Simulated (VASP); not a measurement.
Runs of VASP 6.6.1 on C. The structure is that of space group Fd-3m (No. 227), or close to it. The cells are those of the table. 

```csv
cell,k mesh,gap on the mesh (eV),pressure (GPa)
"a = 2.568 Å, angles 60.0°, 2 atoms",13 × 13 × 13,4.02,(b)
"a = 2.632 Å, angles 60.0°, 2 atoms",13 × 13 × 13,3.87,-38.4
"a = 2.535 Å, angles 60.0°, 2 atoms",13 × 13 × 13,4.10,0.5
"a = 2.600 Å, angles 60.0°, 2 atoms",13 × 13 × 13,3.95,(a)
"a = 2.535 Å, angles 60.0°, 2 atoms",8 × 8 × 8,4.09,0.5
"a = 2.535 Å, angles 60.0°, 2 atoms",14 × 14 × 14,4.09,0.5
"a = 2.465 Å, angles 60.0°, 2 atoms",13 × 13 × 13,4.28,(c)
"a = 2.429 Å, angles 60.0°, 2 atoms",13 × 13 × 13,(d),69.2
```

Alike in all rows: task single point; level revPBE; potentials or basis VASP PAW PBE potentials, release 64 (C); no spin polarisation; cutoff (eV) 520; smearing fermi-dirac 0.05 eV.

Fill in the values left out.

(a) -27.8; (b) -15.0; (c) 41.9; (d) 4.37.

Caveats: the PAW data sets were made with another functional, which shifts forces and pressure a little.

A k mesh can miss the band edges.
